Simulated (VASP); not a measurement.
Write the native input for VASP 6.6.1 that does the following.

```yaml
Task: single point
Functional: PBEsol
Potentials_or_basis: VASP PAW PBE potentials, release 64 (Ti_sv, Al)
Cutoff: 520 eV
k_mesh: 15 × 15 × 6
Occupations: gaussian, width 0.15 eV
Spin: no spin polarisation
Dipole_correction: no
Further_INCAR_settings: ALGO = Fast; EDIFF = 1e-06; NBANDS = 28
```

The structure of Ti3Al lies in POSCAR:

```
Ti3Al
1.0
    2.9770768115      0.0000000000      0.0000000000
   -1.4885384057      2.5782241478      0.0000000000
    0.0000000000      0.0000000000      8.6442402299
Ti Al
3 1
Direct
    0.6666666667      0.3333333333      0.0000000000
    0.3333333333      0.6666666667      0.7675875759
    0.3333333333      0.6666666667      0.2324124241
    0.6666666667      0.3333333333      0.5000000000
```

This cell differs from its parent crystal: atoms shifted along a free coordinate, c/a of the conventional cell at fixed volume 2.9036.

These files were run (other wordings do the same):

INCAR

```
ALGO     = Fast           # electronic algorithm
EDIFF    = 1E-6           # SCF threshold, eV
ENCUT    = 520            # plane-wave cutoff, eV
GGA      = PS             # functional
ISIF     = 2              # what is computed and relaxed
ISMEAR   = 0              # smearing method
LASPH    = T              # aspherical terms in the spheres
LCHARG   = T              # write CHGCAR
LELF     = T              # ELF
LREAL    = F              # projectors in reciprocal space
LVHAR    = T            
LWAVE    = F              # write WAVECAR
NBANDS   = 28             # bands
NELM     = 100            # most SCF steps
PREC     = Accurate       # precision mode
SIGMA    = 0.15           # smearing width, eV
```

KPOINTS

```
k-points
0
Gamma
  15 15 6
```

Potentials or basis: VASP PAW PBE potentials, release 64 (Ti_sv, Al).

The run is started by

```console
$ cat potpaw_PBE.64/Ti_sv/POTCAR potpaw_PBE.64/Al/POTCAR > POTCAR
$ mpirun -np 1 vasp_std > vasp.out
```

It gave:

```yaml
Pressure: 2.0 GPa
Largest_force: 1.425 eV/Å
Band_gap_on_the_k_mesh: zero (an odd number of electrons rules out a gap without spin polarisation)
```

Caveat: the PAW data sets were made with another functional, which shifts forces and pressure a little.

It took 5.7 min on 1 thread of Intel(R) Xeon(R) 6975P-C (Granite Rapids), on a shared host, peak memory 0.3 GiB.
